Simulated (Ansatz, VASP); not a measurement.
One calculation of BN, two programs

Contents of INCAR:

```
ALGO = Normal
EDIFF = 1E-6
ENCUT = 520
GGA = PE
ISIF = 2
ISMEAR = 0
LASPH = True
LCHARG = False
LREAL = False
LWAVE = False
NBANDS = 11
NELM = 80
PREC = Accurate
SIGMA = 0.05
```

Contents of KPOINTS:

```
k-points
0
Gamma
  12 12 12
```

File POSCAR:

```
BN
1.0
    0.0000000000      1.8130010000      1.8130010000
    1.8130010000      0.0000000000      1.8130010000
    1.8130010000      1.8130010000      0.0000000000
B N
1 1
Direct
   -0.0048752509      0.0048752509      0.0000000000
    0.7500000000      0.7500000000      0.7500000000
```

Input for Ansatz:

```yaml
crystal:
  lattice:
    - [0.0, 1.813001, 1.813001]
    - [1.813001, 0.0, 1.813001]
    - [1.813001, 1.813001, 0.0]
  atoms:
    - { symbol: B, position: [-0.0048752509, 0.0048752509, 0.0] }
    - { symbol: "N", position: [0.75, 0.75, 0.75] }
basis:
  ecutwfc: 420
kpoints:
  mp_grid: { grid: [12, 12, 12] }
hamiltonian:
  xc: pbe
scf:
  occupations: { method: gaussian, width: 0.05 }
output:
  forces: true
  stress: true
  eigenvalues: true
```

Change from the starting cell: all B atoms moved +0.013 Å, as atom 1 along Cartesian [1 -1 0].

Alike in both runs: task single point; functional PBE; k mesh 12 × 12 × 12; occupations gaussian, width 0.05 eV; no spin polarisation.

|  | VASP | Ansatz |
| --- | --- | --- |
| version | VASP 6.6.1 | Ansatz 0.2.0 |
| potentials or method | VASP PAW PBE potentials, release 64 (B, N), cutoff 520 eV | scalar-relativistic, plane waves, PAW |
| valence electrons in the cell | 8 | 8 |

```csv
,VASP,Ansatz,Ansatz less VASP
gap on the k mesh at the Fermi level (eV),4.34,4.35,+0.012
least direct gap on the mesh (eV),8.58,8.59,+0.010
pressure (GPa),-0.1,-0.4,-0.25
"traceless stress, the component that is largest in VASP (GPa)",0.17,0.15,-0.023
rms of the force components (eV/Å),0.171,0.170,-0.0010
```

Atom by atom the forces differ by 0.001 eV/Å (rms over components). The functional is the same, so the differences come from potentials, cutoffs and numerics.
